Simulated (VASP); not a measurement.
# Si (Imma) in VASP: a series of runs

Runs on Si. Level: LDA. Tasks: single point.

All numbers are computed with VASP 6.6.1; they aren't measurements. Logs are shortened: lines on timing, memory, paths and dates and some standing lists are left out, and cuts for length are marked.

### 1 The cell of the first run

The structure is orthorhombic, space group Imma (No. 74). Conventional cell: a = 4.532 Å, b = 4.768 Å, c = 2.567 Å, α = 90.00°, β = 90.00°, γ = 90.00°. Si (site symmetry mm2) has 8 Si at 2.40 to 2.76 Å within 3.2 Å.

### 2 Single point, LDA

Contents of INCAR:

```
SYSTEM = Si
PREC = Accurate ; ENCUT = 520
EDIFF = 1E-6 ; ISMEAR = -1
SIGMA = 0.1 ; LREAL = .FALSE.
LASPH = .TRUE. ; NELM = 100
ALGO = Normal ; ISIF = 2
LWAVE = .FALSE. ; LCHARG = .TRUE.
LELF = .TRUE. ; LVHAR = .TRUE.
NBANDS = 11
```

Contents of KPOINTS:

```
Automatic mesh
0
G
  13 13 13
  0 0 0
```

Contents of POSCAR:

```
Si
1.0
   -2.2659077192      2.3841858876      1.2834439547
    2.2659077192     -2.3841858876      1.2834439547
    2.2659077192      2.3841858876     -1.2834439547
Si
2
Direct
    0.8070000000      0.0570000000      0.7500000000
    0.1930000000      0.9430000000      0.2500000000
```

Potentials or basis: VASP PAW LDA potentials, release 64 (Si).

The run is started by

```
$ cat potpaw_LDA.64/Si/POTCAR > POTCAR
$ mpirun -np 1 vasp_std > vasp.out
```

OUTCAR:

```text
SYSTEM = Si
   PREC = Accurate
   ENCUT = 520
   EDIFF = 1E-6
   ISMEAR = -1
   LREAL = .FALSE.
   LASPH = .TRUE.
   NELM = 100
   ISIF = 2

 ion  position               nearest neighbor table
   1  0.807  0.057  0.750-   2 2.40   2 2.40   2 2.47   2 2.47   2 2.76   2 2.76
   2  0.193  0.943  0.250-   1 2.40   1 2.40   1 2.47   1 2.47   1 2.76   1 2.76

  LATTYP: Found a body centered orthorhombic cell.
 ALAT       =     2.5668879094
 B/A-ratio  =     1.7654901960
 C/A-ratio  =     1.8576470588

  Lattice vectors:

 A1 = (   2.2659077192,  -2.3841858876,   1.2834439547)
 A2 = (  -2.2659077192,  -2.3841858876,  -1.2834439547)
 A3 = (   2.2659077192,   2.3841858876,  -1.2834439547)

Analysis of symmetry for initial positions (statically):
=====================================================================
 Subroutine PRICEL returns:
 Original cell was already a primitive cell.

 Routine SETGRP: Setting up the symmetry group for a
 body centered orthorhombic supercell.

 Subroutine GETGRP returns: Found  8 space group operations
 (whereof  4 operations were pure point group operations)
 out of a pool of  8 trial point group operations.

The static configuration has the point symmetry C_2h.
 The point group associated with its full space group is D_2h.

Analysis of symmetry for dynamics (positions and initial velocities):
=====================================================================
 Subroutine PRICEL returns:
 Original cell was already a primitive cell.

 Routine SETGRP: Setting up the symmetry group for a
 body centered orthorhombic supercell.

 Subroutine GETGRP returns: Found  8 space group operations
 (whereof  4 operations were pure point group operations)
 out of a pool of  8 trial point group operations.

The dynamic configuration has the point symmetry C_2h.
 The point group associated with its full space group is D_2h.

 Subroutine INISYM returns: Found  8 space group operations
 (whereof  4 operations are pure point group operations),
 and found     1 'primitive' translations

----------------------------------------------------------------------------------------

                                     Primitive cell

  volume of cell :      27.7344

  direct lattice vectors                    reciprocal lattice vectors
    -2.265907719  2.384185888  1.283443955     0.000000000  0.209715192  0.389576809
     2.265907719 -2.384185888  1.283443955     0.220662120  0.000000000  0.389576809
     2.265907719  2.384185888 -1.283443955     0.220662120  0.209715192  0.000000000

  length of vectors
     3.530709351  3.530709351  3.530709351     0.442437059  0.447729674  0.304421143

  position of ions in fractional coordinates (direct lattice)
     0.807000000  0.057000000  0.750000000
     0.193000000  0.943000000  0.250000000

  ion indices of the primitive-cell ions
   primitive index   ion index
                 1           1
                 2           2

----------------------------------------------------------------------------------------

 KPOINTS: Automatic mesh

Automatic generation of k-mesh.
 Grid dimensions read from file:
 generate k-points for:   13   13   13

 Generating k-lattice:

  Cartesian coordinates                     Fractional coordinates (reciprocal lattice)
     0.000000000  0.016131938  0.029967447     0.076923077  0.000000000  0.000000000
     0.016974009  0.000000000  0.029967447     0.000000000  0.076923077  0.000000000
     0.016974009  0.016131938  0.000000000     0.000000000  0.000000000  0.076923077

  Length of vectors
     0.034033620  0.034440744  0.023417011

  Shift w.r.t. Gamma in fractional coordinates (k-lattice)
     0.000000000  0.000000000  0.000000000

 Subroutine IBZKPT returns following result:
 ===========================================

 Found    343 irreducible k-points:

 Following reciprocal coordinates:
            Coordinates               Weight
  0.000000  0.000000  0.000000      1.000000
  0.076923  0.000000 -0.000000      4.000000
  0.153846  0.000000 -0.000000      4.000000
  0.230769 -0.000000  0.000000      4.000000
  0.307692  0.000000 -0.000000      4.000000
  0.384615  0.000000  0.000000      4.000000
[... 16 lines left out ...]
  0.153846  0.153846  0.000000      8.000000
  0.230769  0.153846  0.000000      8.000000
 [... further k-points ...]
   k-points           NKPTS =    343   k-points in BZ     NKDIM =    343   number of bands    NBANDS=     11
   number of dos      NEDOS =    301   number of ions     NIONS =      2
   total plane-waves  NPLWV =  21952
   dimension x,y,z NGX =    28 NGY =   28 NGZ =   28
   dimension x,y,z NGXF=    56 NGYF=   56 NGZF=   56
   ions per type =               2
   NGX,Y,Z   is equivalent  to a cutoff of  13.18, 13.18, 13.18 a.u.
   NGXF,Y,Z  is equivalent  to a cutoff of  26.37, 26.37, 26.37 a.u.
 SYSTEM =  Si
   PREC   = accura    normal or accurate (medium, high low for compatibility)
   ISTART =      0    job   : 0-new  1-cont  2-samecut
   ICHARG =      2    charge: 1-file 2-atom 10-const
   ISPIN  =      1    spin polarized calculation?
   LNONCOLLINEAR =      F non collinear calculations
   LSORBIT =      F    spin-orbit coupling
   LASPH  =      T    aspherical Exc in radial PAW
   ENCUT  =  520.0 eV  38.22 Ry    6.18 a.u.   6.56  6.56  6.56*2*pi/ulx,y,z
   NELM   =    100;   NELMIN=  2; NELMDL= -5     # of ELM steps
   EDIFF  = 0.1E-05   stopping-criterion for ELM
   LREAL  =      F    real-space projection
   EDIFFG = 0.1E-04   stopping-criterion for IOM
   NSW    =      0    number of steps for IOM
   IBRION =     -1    ionic relax: 0-MD 1-quasi-New 2-CG
   NFREE  =      0    steps in history (QN), initial steepest desc. (CG)
   ISIF   =      2    stress and relaxation
   ISYM   =      2    0-nonsym 1-usesym 2-fastsym
   POTIM  = 0.5000    time-step for ionic-motion
   TEBEG  =    0.0;   TEEND  =   0.0 temperature during run
   PSTRESS=    0.0 pullay stress
   NELECT =       8.0000    total number of electrons
   NUPDOWN=      -1.0000    fix difference up-down
   EMIN   =  10.00;   EMAX   =-10.00  energy-range for DOS
   EFERMI =   0.00;   METHOD = LEGACY
   ISMEAR =    -1;   SIGMA  =   0.10  broadening in eV -4-tet -1-fermi 0-gaus
   EFERMI_NEDOS =   21; number of points for ismear=-14 and -15
   IALGO  =     38    algorithm
   IMIX   =      4    mixing-type and parameters
     AMIX     =   0.40;   BMIX     =  1.00
     AMIX_MAG =   1.60;   BMIX_MAG =  1.00
  volume/ion in A,a.u.               =      13.87        93.58
  Fermi-wavevector in a.u.,A,eV,Ry     =   1.081679  2.044077 15.919219  1.170030
  Thomas-Fermi vector in A             =   2.217702
   LORBIT       =      0    0 simple, 1 ext, 2 COOP (PROOUT), +10 PAW based schemes
   GGA     = CA    functional components
   LHFCALC =     F    Hartree Fock is set to
   AEXX    =    0.0000 exact exchange contribution
   IVDW    =     0    specifies the selected vdW correction
   LEPSILON=     F    determine dielectric tensor
   LRPA    =     F    only Hartree local field effects (RPA)
 non-spin polarized calculation
  energy-cutoff  :      520.00
  volume of cell :       27.73
 maximum number of plane-waves:       767
   NGX = 13   NGY = 13   NGZ = 13

 number of electron       8.0000000 magnetization

 Free energy of the ion-electron system (eV)
  ---------------------------------------------------
  ext. energy  EPLUGINS =         0.00000000
  ---------------------------------------------------
  free energy    TOTEN  =       -11.46338262 eV

  energy without entropy =      -11.43969940  energy(sigma->0) =      -11.45154101

 E-fermi :  10.3890     XC(G=0): -11.3727

 val. band max:       10.3744821467   @ k =  -0.2308  -0.2308   0.0769
 cond. band min:      10.4043855937   @ k =  -0.2308  -0.3846   0.0769
 fundamental gap:      0.0299034470
 Fermi energy:        10.3890095900

 k-point     1 :       0.0000    0.0000    0.0000
  band No.  band energies     occupation
      1      -4.1826      2.00000
      2       7.4825      2.00000
      3       7.9589      2.00000
      4       8.6257      2.00000
      5      11.6065      0.00001
      6      18.1339      0.00000
      7      19.2897      0.00000
      8      20.1517      0.00000
      9      20.6609      0.00000
     10      20.7928      0.00000
     11      22.2835      0.00000

 k-point     2 :       0.0769    0.0000   -0.0000
  band No.  band energies     occupation
      1      -4.0158      2.00000
      2       7.4285      2.00000
      3       7.4852      2.00000
      4       9.3640      1.99993
      5      11.9779      0.00000
      6      17.0100      0.00000
      7      18.1913      0.00000
      8      19.4697      0.00000
      9      19.8949      0.00000
     10      20.7637      0.00000
     11      22.1564      0.00000

 k-point     3 :       0.1538    0.0000   -0.0000
  band No.  band energies     occupation
      1      -3.5163      2.00000
      2       7.0602      2.00000
      3       7.3613      2.00000
      4      10.4935      0.52038
      5      12.9913      0.00000
      6      15.3316      0.00000
      7      15.5025      0.00000
      8      17.9514      0.00000
      9      18.1446      0.00000
     10      19.6747      0.00000
     11      22.5455      0.00000
[... 267 lines left out ...]
 k-point    23 :       0.1538    0.1538    0.0000
  band No.  band energies     occupation
      1      -1.8098      2.00000
      2       6.8580      2.00000
      3       9.1871      1.99999
      4      10.2727      1.52377
      5      11.0247      0.00346
      6      12.6307      0.00000
      7      14.7771      0.00000
      8      14.9069      0.00000
      9      16.3584      0.00000
     10      18.4252      0.00000
     11      21.3117      0.00000

 k-point    24 :       0.2308    0.1538    0.0000
  band No.  band energies     occupation
      1      -0.4821      2.00000
      2       7.1128      2.00000
      3       7.5447      2.00000
      4       8.8582      2.00000
      5      10.7345      0.06126
      6      13.0896      0.00000
      7      13.7482      0.00000
      8      14.4949      0.00000
      9      17.9547      0.00000
     10      18.2569      0.00000
     11      22.2929      0.00000

 [... further k-points ...]

------------------------ aborting loop because EDIFF is reached ----------------------------------------

  FORCE on cell =-STRESS in cart. coord.  units (eV):
  Direction    XX          YY          ZZ          XY          YZ          ZX
  --------------------------------------------------------------------------------------
  -------------------------------------------------------------------------------------
  Total        1.2163313      1.6493075      1.2313168      0.0000000      0.0000000      0.0000000
  in kB       70.2656793     95.2780756     71.1313670      0.0000000      0.0000000      0.0000000
  external PRESSURE =      78.8917073 kB  Pullay stress =       0.0000000 kB

 VOLUME and BASIS-vectors are now :
 -----------------------------------------------------------------------------
  energy-cutoff  :      520.00
  volume of cell :       27.73
      direct lattice vectors                 reciprocal lattice vectors
    -2.265907719  2.384185888  1.283443955     0.000000000  0.209715192  0.389576809
     2.265907719 -2.384185888  1.283443955     0.220662120  0.000000000  0.389576809
     2.265907719  2.384185888 -1.283443955     0.220662120  0.209715192  0.000000000

 POSITION                                       TOTAL-FORCE (eV/Angst)
 -----------------------------------------------------------------------------------
      0.00000      3.57628      0.14631        -0.000000     -0.000000      0.036058
      2.26591     -1.19209      1.13713         0.000000      0.000000     -0.036058
 -----------------------------------------------------------------------------------
    total drift:                               -0.000000     -0.000000      0.000000

  FREE ENERGIE OF THE ION-ELECTRON SYSTEM (eV)
  ---------------------------------------------------
  free  energy   TOTEN  =       -11.4633826199 eV

  energy  without entropy=      -11.4396993992  energy(sigma->0) =      -11.45154101
```

Wall time 36 s (1 thread of Intel Xeon 6975P-C (Granite Rapids), shared host); peak memory 0.19 GiB.

What came out:

```yaml
Free_energy: -11.4634 eV
Pressure: 7.9 GPa
Largest_force: 0.036 eV/Å
Band_gap_on_the_k_mesh: zero (band 4 reaches 13.16 eV, above the bottom of band 5 at 6.21 eV)
```

Forces in eV/Å, atoms in the order of the input:
```
Si   0.000  0.000  0.036
Si   0.000  0.000 -0.036
```

### 3 Single point, LDA

This run uses another cell than the first one, of 14.14 Å³/atom, 1.020 times its volume.

Contents of INCAR:

```
  PREC = Accurate
  ENCUT = 520
  EDIFF = 1E-7
  ISMEAR = -1
  SIGMA = 0.1
  LREAL = F
  LASPH = T
  NELM = 100
  ALGO = Normal
  ISIF = 2
  LWAVE = F
  LCHARG = F
  GGA = CA
  NBANDS = 11
```

Contents of KPOINTS:

```
Automatic mesh
0
Gamma
  13 13 13
```

Contents of POSCAR:

```
Si
1.0
   -2.2806218180      2.3996680479      1.2917782399
    2.2806218180     -2.3996680479      1.2917782399
    2.2806218180      2.3996680479     -1.2917782399
Si
2
Direct
    0.8070000000      0.0570000000      0.7500000000
    0.1930000000      0.9430000000      0.2500000000
```

Potentials or basis: VASP PAW LDA potentials, release 64 (Si).

The run is started by

```
$ cat potpaw_LDA.64/Si/POTCAR > POTCAR
$ mpirun -np 1 vasp_std > vasp.out
```

Wall time 34 s (1 thread of Intel Xeon 6975P-C (Granite Rapids), shared host); peak memory 0.19 GiB.

The run converged. Its results:

- Free energy: -11.4854 eV
- Pressure: 5.1 GPa
- Largest force: 0.052 eV/Å
- Band gap on the k mesh: zero (band 4 reaches 12.86 eV, above the bottom of band 5 at 6.02 eV)

Forces in eV/Å, atoms in the order of the input:
```
Si   0.000  0.000  0.052
Si   0.000  0.000 -0.052
```

Stress tensor (GPa, compression positive):
```
4.32 0.00 0.00
0.00 6.37 0.00
0.00 0.00 4.55
```

Levels at points of the mesh, in eV from the Fermi level:
```csv
k point,band 2,band 3,band 4,band 5,band 6,band 7
"(0.00, 0.00, 0.00)",-2.86,-2.39,-1.83,1.31,7.71,8.75
```

### 4 Single point, LDA

This run uses another cell than the first one, of 14.41 Å³/atom, 1.039 times its volume.

Contents of INCAR:

```
ALGO = Normal
EDIFF = 1E-6
ENCUT = 520
ISIF = 2
ISMEAR = -1
LASPH = True
LCHARG = False
LREAL = False
LWAVE = False
NBANDS = 11
NELM = 80
PREC = Accurate
SIGMA = 0.1
```

Contents of KPOINTS:

```
k-points
0
Gamma
  13 13 13
```

Contents of POSCAR:

```
Si
1.0
   -2.2951484633      2.4149529699      1.3000063486
    2.2951484633     -2.4149529699      1.3000063486
    2.2951484633      2.4149529699     -1.3000063486
Si
2
Direct
    0.8070000000      0.0570000000      0.7500000000
    0.1930000000      0.9430000000      0.2500000000
```

The run is started by

```
$ cat potpaw_LDA.64/Si/POTCAR > POTCAR
$ mpirun -np 1 vasp_std > vasp.out
```

It took 34 s on 1 thread of Intel Xeon 6975P-C (Granite Rapids), shared host; peak memory 0.19 GiB.

The run converged. Its results:

* Free energy: -11.4983 eV
* Pressure: 2.5 GPa
* Largest force: 0.066 eV/Å
* Band gap on the k mesh: zero (band 4 reaches 12.57 eV, above the bottom of band 5 at 5.85 eV)

Forces on the atoms (eV/Å):
```
Si   0.000  0.000  0.066
Si   0.000  0.000 -0.066
```

Stress tensor (GPa, compression positive):
```
1.85 0.00 0.00
0.00 3.53 0.00
0.00 0.00 2.24
```

Levels at points of the mesh, in eV from the Fermi level:
```csv
k point,band 1,band 2,band 3,band 4,band 5,band 6,band 7,band 8,band 9
"(0.00, 0.00, 0.00)",-14.22,-2.81,-2.35,-1.89,1.39,7.68,8.61,9.47,9.88
```

### 5 Overview

```csv
cell,gap on the mesh (eV),pressure (GPa),largest force (eV/Å)
"a = 3.531 Å, angles 100.2, 95.0, 137.4°, 2 atoms",none,7.9,0.04
"a = 3.554 Å, angles 100.2, 95.0, 137.4°, 2 atoms",none,5.1,0.05
"a = 3.576 Å, angles 100.2, 95.0, 137.4°, 2 atoms",none,2.5,0.07
```

Alike in all rows: task single point; level LDA; potentials or basis VASP PAW LDA potentials, release 64 (Si); no spin polarisation; k mesh 13 × 13 × 13; cutoff (eV) 520; smearing fermi-dirac 0.1 eV.

Absolute energies hang on the potentials; compare differences alone.
